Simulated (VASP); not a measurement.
## TaN: single point with PBEsol+D3(BJ)

The system is TaN.

```
CELL_PARAMETERS angstrom
0.00000 2.16618 2.16618
2.16618 0.00000 2.16618
2.16618 2.16618 0.00000
ATOMIC_POSITIONS crystal
Ta 0.50000 0.50000 0.50000
N 0.00000 0.00000 0.00000
```

```json
{"Program": "VASP 6.6.1", "Task": "single point", "Functional": "PBEsol", "Dispersion": "D3(BJ)", "Potentials or basis": "VASP PAW PBE potentials, release 64 (Ta_sv_GW, N)", "Cutoff": "700 eV", "k mesh": "10 × 10 × 10", "Occupations": "fermi-dirac, width 0.05 eV", "Spin": "no spin polarisation", "Dipole correction": "no", "Further INCAR settings": "ALGO = Normal; EDIFF = 1e-06; NBANDS = 16"}
```

```
Pressure                   : 3.6 GPa
Band gap on the k mesh     : zero (bands 9 and 10 overlap by 4.31 eV)
Dispersion energy per atom : -0.488 eV
```

Levels at points of the mesh, in eV from the Fermi level:
```tsv
k point	band 5	band 6	band 7	band 8	band 9	band 10	band 11	band 12	band 13	band 14
(0.00, 0.00, 0.00)	-19.17	-3.93	-3.93	-3.93	-2.28	-2.28	-2.28	0.02	0.02	1.90
(0.50, 0.00, 0.00)	-15.82	-10.79	-7.94	-7.94	2.03	2.03	2.13	3.89	8.03	8.03
(0.50, 0.50, 0.00)	-17.90	-6.72	-5.83	-4.72	-4.72	2.22	3.81	3.81	5.04	7.23
```

Run time: 35 s on 1 thread of Intel(R) Xeon(R) Platinum 8259CL CPU @ 2.50GHz (Skylake/Cascade Lake), on a shared host, peak memory 0.19 GiB.

Caveat: the cell stands under pressure; the PAW data sets were made with another functional, which shifts forces and pressure a little; spin-orbit coupling is left out, which moves the levels of the heavy elements.
